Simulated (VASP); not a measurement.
# HfSc2N2 (I4/mmm) in VASP: further runs

The runs below take HfSc2N2 through relaxation of cell and atoms, single point, with PBE.

Everything below comes from runs of VASP 6.6.1. Logs are shortened: lines on timing, memory, paths and dates and some standing lists are left out, and cuts for length are marked.

## Step 1: The cell of the first run

It takes space group I4/mmm (No. 139, tetragonal). The conventional cell has a = 5.984 Å, b = 5.984 Å, c = 5.221 Å, α = 90.00°, β = 90.00°, γ = 90.00°. Hf (site symmetry 4/mmm) has 2 N at 1.72 Å within 2.3 Å. Within 3.4 Å of Sc (site symmetry -4m2) lie 2 Sc at 2.61 Å and 4 N at 3.02 Å and 4 Hf at 3.26 Å. N (site symmetry 4mm) has 1 Hf at 1.72 Å and 1 N at 1.77 Å within 2.3 Å.

## Step 2: Relaxation of cell and atoms, PBE

File INCAR:

```
PREC = Accurate
ENCUT = 600
EDIFF = 1E-6
ISMEAR = 0
SIGMA = 0.1
LREAL = False
LASPH = True
NELM = 60
ALGO = Normal
ISIF = 3
LWAVE = False
LCHARG = False
GGA = PE
IBRION = 2
NSW = 90
EDIFFG = -0.04
```

File KPOINTS:

```
regular mesh
0
Gamma
  4 4 4
```

File POSCAR:

```
HfSc2N2
1.0
   -2.9921276500      2.9921276500      2.6106063800
    2.9921276500     -2.9921276500      2.6106063800
    2.9921276500      2.9921276500     -2.6106063800
Hf Sc N
1 2 2
Direct
    0.5000000000      0.5000000000      0.0000000000
    0.2500000000      0.7500000000      0.5000000000
    0.7500000000      0.2500000000      0.5000000000
    0.1697903300      0.1697903300      0.0000000000
    0.8302096700      0.8302096700      0.0000000000
```

Potentials or basis: VASP PAW PBE potentials, release 64 (Hf_pv, Sc_sv, N).

Launch:

```console
cat potpaw_PBE.64/Hf_pv/POTCAR potpaw_PBE.64/Sc_sv/POTCAR potpaw_PBE.64/N/POTCAR > POTCAR
mpirun -np 1 vasp_std > vasp.out
```

OUTCAR:

```text
PREC = Accurate
   ENCUT = 600
   EDIFF = 1E-6
   ISMEAR = 0
   LREAL = False
   LASPH = True
   NELM = 60
   ISIF = 3
   GGA = PE
   IBRION = 2
   NSW = 90
   EDIFFG = -0.04

 ion  position               nearest neighbor table
   1  0.500  0.500  0.000-   4 1.72   5 1.72   2 3.26   3 3.26   2 3.26   3 3.26   2 3.26   3 3.26
                             2 3.26   3 3.26
   2  0.250  0.750  0.500-   3 2.61   3 2.61   1 3.26   1 3.26   1 3.26   1 3.26
   3  0.750  0.250  0.500-   2 2.61   2 2.61   1 3.26   1 3.26   1 3.26   1 3.26
   4  0.170  0.170  0.000-   1 1.72   5 1.77
   5  0.830  0.830  0.000-   1 1.72   4 1.77

  LATTYP: Found a body centered tetragonal cell.
 ALAT       =     5.9842553000
 C/A-ratio  =     0.8724916465

  Lattice vectors:

 A1 = (  -2.9921276500,   2.9921276500,   2.6106063800)
 A2 = (   2.9921276500,  -2.9921276500,   2.6106063800)
 A3 = (   2.9921276500,   2.9921276500,  -2.6106063800)

Analysis of symmetry for initial positions (statically):
=====================================================================
 Subroutine PRICEL returns:
 Original cell was already a primitive cell.

 Routine SETGRP: Setting up the symmetry group for a
 body centered tetragonal supercell.

 Subroutine GETGRP returns: Found 16 space group operations
 (whereof 16 operations were pure point group operations)
 out of a pool of 16 trial point group operations.

The static configuration has the point symmetry D_4h.

Analysis of symmetry for dynamics (positions and initial velocities):
=====================================================================
 Subroutine PRICEL returns:
 Original cell was already a primitive cell.

 Routine SETGRP: Setting up the symmetry group for a
 body centered tetragonal supercell.

 Subroutine GETGRP returns: Found 16 space group operations
 (whereof 16 operations were pure point group operations)
 out of a pool of 16 trial point group operations.

The dynamic configuration has the point symmetry D_4h.

 Subroutine INISYM returns: Found 16 space group operations
 (whereof 16 operations are pure point group operations),
 and found     1 'primitive' translations

----------------------------------------------------------------------------------------

                                     Primitive cell

  volume of cell :      93.4892

  direct lattice vectors                    reciprocal lattice vectors
    -2.992127650  2.992127650  2.610606380     0.000000000  0.167105170  0.191526384
     2.992127650 -2.992127650  2.610606380     0.167105170  0.000000000  0.191526384
     2.992127650  2.992127650 -2.610606380     0.167105170  0.167105170  0.000000000

  length of vectors
     4.972013819  4.972013819  4.972013819     0.254178075  0.254178075  0.236322398

  position of ions in fractional coordinates (direct lattice)
     0.500000000  0.500000000  0.000000000
     0.250000000  0.750000000  0.500000000
     0.750000000  0.250000000  0.500000000
     0.169790330  0.169790330  0.000000000
     0.830209670  0.830209670  0.000000000

  ion indices of the primitive-cell ions
   primitive index   ion index
                 1           1
                 2           2
                 3           3
                 4           4
                 5           5

----------------------------------------------------------------------------------------

 KPOINTS: regular mesh

Automatic generation of k-mesh.
 Grid dimensions read from file:
 generate k-points for:    4    4    4

 Generating k-lattice:

  Cartesian coordinates                     Fractional coordinates (reciprocal lattice)
     0.000000000  0.041776293  0.047881596     0.250000000 -0.000000000  0.000000000
     0.041776293  0.000000000  0.047881596    -0.000000000  0.250000000  0.000000000
     0.041776293  0.041776293  0.000000000     0.000000000  0.000000000  0.250000000

  Length of vectors
     0.063544519  0.063544519  0.059080599

  Shift w.r.t. Gamma in fractional coordinates (k-lattice)
     0.000000000  0.000000000  0.000000000

 Subroutine IBZKPT returns following result:
 ===========================================

 Found     13 irreducible k-points:

 Following reciprocal coordinates:
            Coordinates               Weight
  0.000000  0.000000  0.000000      1.000000
  0.250000  0.000000  0.000000      8.000000
  0.500000  0.000000  0.000000      4.000000
  0.250000  0.250000  0.000000      8.000000
  0.500000  0.250000  0.000000     16.000000
 -0.250000  0.250000  0.000000      4.000000
  0.500000  0.500000  0.000000      2.000000
  0.250000  0.250000  0.250000      2.000000
 -0.250000  0.250000  0.250000      4.000000
  0.500000  0.500000  0.250000      4.000000
 -0.250000  0.500000  0.250000      8.000000
 -0.250000 -0.250000  0.250000      2.000000
  0.500000  0.500000  0.500000      1.000000
   k-points           NKPTS =     13   k-points in BZ     NKDIM =     13   number of bands    NBANDS=     25
   number of dos      NEDOS =    301   number of ions     NIONS =      5
   total plane-waves  NPLWV =  64000
   dimension x,y,z NGX =    40 NGY =   40 NGZ =   40
   dimension x,y,z NGXF=    80 NGYF=   80 NGZF=   80
   ions per type =               1   2   2
   NGX,Y,Z   is equivalent  to a cutoff of  13.37, 13.37, 13.37 a.u.
   NGXF,Y,Z  is equivalent  to a cutoff of  26.75, 26.75, 26.75 a.u.
 SYSTEM =  unknown system
   PREC   = accura    normal or accurate (medium, high low for compatibility)
   ISTART =      0    job   : 0-new  1-cont  2-samecut
   ICHARG =      2    charge: 1-file 2-atom 10-const
   ISPIN  =      1    spin polarized calculation?
   LNONCOLLINEAR =      F non collinear calculations
   LSORBIT =      F    spin-orbit coupling
   LASPH  =      T    aspherical Exc in radial PAW
   ENCUT  =  600.0 eV  44.10 Ry    6.64 a.u.   9.93  9.93  9.93*2*pi/ulx,y,z
   NELM   =     60;   NELMIN=  2; NELMDL= -5     # of ELM steps
   EDIFF  = 0.1E-05   stopping-criterion for ELM
   LREAL  =      F    real-space projection
   EDIFFG = -.4E-01   stopping-criterion for IOM
   NSW    =     90    number of steps for IOM
   IBRION =      2    ionic relax: 0-MD 1-quasi-New 2-CG
   NFREE  =      1    steps in history (QN), initial steepest desc. (CG)
   ISIF   =      3    stress and relaxation
   ISYM   =      2    0-nonsym 1-usesym 2-fastsym
   POTIM  = 0.5000    time-step for ionic-motion
   TEBEG  =    0.0;   TEEND  =   0.0 temperature during run
   PSTRESS=    0.0 pullay stress
   NELECT =      42.0000    total number of electrons
   NUPDOWN=      -1.0000    fix difference up-down
   EMIN   =  10.00;   EMAX   =-10.00  energy-range for DOS
   EFERMI =   0.00;   METHOD = LEGACY
   ISMEAR =     0;   SIGMA  =   0.10  broadening in eV -4-tet -1-fermi 0-gaus
   EFERMI_NEDOS =   21; number of points for ismear=-14 and -15
   IALGO  =     38    algorithm
   IMIX   =      4    mixing-type and parameters
     AMIX     =   0.40;   BMIX     =  1.00
     AMIX_MAG =   1.60;   BMIX_MAG =  1.00
  volume/ion in A,a.u.               =      18.70       126.18
  Fermi-wavevector in a.u.,A,eV,Ry     =   1.253826  2.369388 21.389453  1.572080
  Thomas-Fermi vector in A             =   2.387661
   LORBIT       =      0    0 simple, 1 ext, 2 COOP (PROOUT), +10 PAW based schemes
   GGA     = PE    functional components
   LHFCALC =     F    Hartree Fock is set to
   AEXX    =    0.0000 exact exchange contribution
   IVDW    =     0    specifies the selected vdW correction
   LEPSILON=     F    determine dielectric tensor
   LRPA    =     F    only Hartree local field effects (RPA)
 conjugate gradient relaxation of ions
 non-spin polarized calculation
 Gauss-broadening in eV      SIGMA  =   0.10
  energy-cutoff  :      600.00
  volume of cell :       93.49
 maximum number of plane-waves:      3142
   NGX = 19   NGY = 19   NGZ = 19

--------------------------------------- Ionic step        1  -------------------------------------------

 number of electron      42.0000003 magnetization

 Free energy of the ion-electron system (eV)
  ---------------------------------------------------
  ext. energy  EPLUGINS =         0.00000000
  ---------------------------------------------------
  free energy    TOTEN  =       -33.72295583 eV

  energy without entropy =      -33.70063287  energy(sigma->0) =      -33.71179435

------------------------ aborting loop because EDIFF is reached ----------------------------------------

  FORCE on cell =-STRESS in cart. coord.  units (eV):
  Direction    XX          YY          ZZ          XY          YZ          ZX
  --------------------------------------------------------------------------------------
  -------------------------------------------------------------------------------------
  Total       -6.3425873     -6.3425873     40.1576614      0.0000000     -0.0000000      0.0000000
  in kB     -108.6964628   -108.6964628    688.2042881      0.0000000     -0.0000000      0.0000000
  external PRESSURE =     156.9371208 kB  Pullay stress =       0.0000000 kB
[... 98 lines left out ...]
  FREE ENERGIE OF THE ION-ELECTRON SYSTEM (eV)
  ---------------------------------------------------
  free  energy   TOTEN  =       -37.7782969166 eV

  energy  without entropy=      -37.7497350206  energy(sigma->0) =      -37.76401597

 E-fermi :   3.6198     XC(G=0):  -9.9696

 val. band max:        3.5928596231   @ k =   0.2500   0.0000   0.0000
 cond. band min:       3.6439830500   @ k =   0.0000   0.0000   0.0000
 fundamental gap:      0.0511234269
 Fermi energy:         3.6197991382

 k-point     1 :       0.0000    0.0000    0.0000
  band No.  band energies     occupation
      1     -46.0542      2.00000
      2     -45.8819      2.00000
      3     -26.7238      2.00000
      4     -26.5660      2.00000
      5     -26.5660      2.00000
      6     -25.1647      2.00000
[... 353 lines left out ...]
     24       5.3855      0.00000
     25       5.3945      0.00000

 E-fermi :   3.6114     XC(G=0):  -9.9373

 val. band max:        3.5587073131   @ k =   0.2500   0.2500   0.2500
 cond. band min:       3.6282886337   @ k =   0.0000   0.0000   0.0000
 fundamental gap:      0.0695813205
 Fermi energy:         3.6113996466

 k-point     1 :       0.0000    0.0000    0.0000
  band No.  band energies     occupation
      1     -46.1189      2.00000
      2     -45.9803      2.00000
      3     -26.8766      2.00000
      4     -26.7807      2.00000
      5     -26.7807      2.00000
      6     -25.1722      2.00000
[... 353 lines left out ...]
     24       5.1198      0.00000
     25       5.1882      0.00000

[... ionic steps 4 to 13 ...]

--------------------------------------- Ionic step       14  -------------------------------------------

 number of electron      41.9999998 magnetization

------------------------ aborting loop because EDIFF is reached ----------------------------------------
[... 73 lines left out ...]
--------------------------------------- Ionic step       16  -------------------------------------------

 number of electron      41.9999999 magnetization

 Free energy of the ion-electron system (eV)
  ---------------------------------------------------
  ext. energy  EPLUGINS =         0.00000000
  ---------------------------------------------------
  free energy    TOTEN  =       -38.65426206 eV

  energy without entropy =      -38.63454406  energy(sigma->0) =      -38.64440306

 E-fermi :   5.1893     XC(G=0): -10.9178

 val. band max:        5.1206423966   @ k =   0.0000   0.0000   0.0000
 cond. band min:       5.2250979975   @ k =   0.5000   0.2500   0.0000
 fundamental gap:      0.1044556010
 Fermi energy:         5.1892999826

 k-point     1 :       0.0000    0.0000    0.0000
  band No.  band energies     occupation
      1     -44.3168      2.00000
      2     -44.1860      2.00000
      3     -25.2902      2.00000
      4     -25.0121      2.00000
      5     -25.0121      2.00000
      6     -23.3772      2.00000
[... 385 lines left out ...]
  FREE ENERGIE OF THE ION-ELECTRON SYSTEM (eV)
  ---------------------------------------------------
  free  energy   TOTEN  =       -38.6542620574 eV

  energy  without entropy=      -38.6345440554  energy(sigma->0) =      -38.64440306

 reached required accuracy - stopping structural energy minimisation
```

Wall time 7.9 min (1 thread of Intel Xeon Platinum 8259CL at 2.50GHz (Skylake/Cascade Lake), shared host); peak memory 0.28 GiB.

What came out:

* Free energy: -38.6543 eV
* Relaxed volume: 15.79 Å³/atom
* Relaxed cell: a = 4.683 Å, b = 4.683 Å, c = 4.683 Å, α = 110.67°, β = 110.67°, γ = 107.10°
* Space group after relaxing (to 0.05 Å): I4/mmm (No. 139)
* Energy gained by relaxing: 986.3 meV/atom
* Ionic steps: 16
* Pressure after relaxing: -0.2 GPa
* Band gap on the k mesh: zero (band 21 reaches 5.67 eV, above the bottom of band 22 at 4.65 eV)

Forces on the atoms (eV/Å):
```
Hf   0.000  0.000  0.000
Sc   0.000  0.000  0.000
Sc   0.000  0.000  0.000
N    0.000  0.000 -0.002
N    0.000  0.000  0.002
```

Step by step:
```
step  energy change (eV)  largest force (eV/Å)  pressure (GPa)  volume (Å³)
   1              0.0000               13.6097           15.69        93.49
   2             61.9121              440.6169          126.58       114.32
   3             -4.0553                2.7567           -2.92        95.14
   4             -4.1303                2.2731           -3.76        95.45
   5             -4.2888                0.4360           -6.38        96.73
   6              7.5764               91.6447           35.26       106.25
   7             -4.2133                2.5852           -4.38        96.82
   8             -4.4572                2.4298           -6.99        90.74
   9             -4.4781                1.5545           -7.09        92.54
  10             -4.8261                1.2413           -0.94        82.55
  11             -4.8594                1.1664            1.86        79.39
  12             -4.9084                0.8636           -0.44        78.53
  13             -4.9305                0.1735            0.16        78.86
  14             -4.9305                0.1475            0.18        78.87
  15             -4.9311                0.0799           -0.42        78.99
  16             -4.9313                0.0025           -0.20        78.95
```

Final structure:
```
Hf Sc N
1.0
    -2.66346    2.66346    2.78226
     2.66346   -2.66346    2.78226
     2.66346    2.66346   -2.78226
Hf Sc N
1 2 2
Direct
  0.50000 0.50000 0.00000
  0.25000 0.75000 0.50000
  0.75000 0.25000 0.50000
  0.12411 0.12411 0.00000
  0.87589 0.87589 0.00000
```

Levels at points of the mesh, in eV from the Fermi level:
| k point | band 18 | band 19 | band 20 | band 21 | band 22 | band 23 | band 24 | band 25 |
| --- | --- | --- | --- | --- | --- | --- | --- | --- |
| (0.00, 0.00, 0.00) | -2.43 | -2.43 | -1.85 | -0.15 | -0.07 | -0.07 | 0.36 | 2.46 |
| (0.50, 0.00, 0.00) | -1.85 | -1.19 | -0.52 | 0.28 | 0.36 | 0.66 | 0.85 | 1.13 |
| (0.50, 0.50, 0.00) | -2.29 | -2.22 | -0.96 | -0.73 | -0.35 | 0.97 | 1.66 | 2.75 |
| (0.50, 0.50, 0.50) | -1.36 | -1.36 | -1.30 | 0.48 | 0.48 | 0.98 | 1.42 | 1.81 |

Caveat: the k points lie up to 0.42 Å⁻¹ apart in the final cell; the volume moved by over 15 % at a fixed basis, so the end points are rough; spin-orbit coupling is left out, which moves the levels of the heavy elements.

(Part 1 of 2 ends here.)
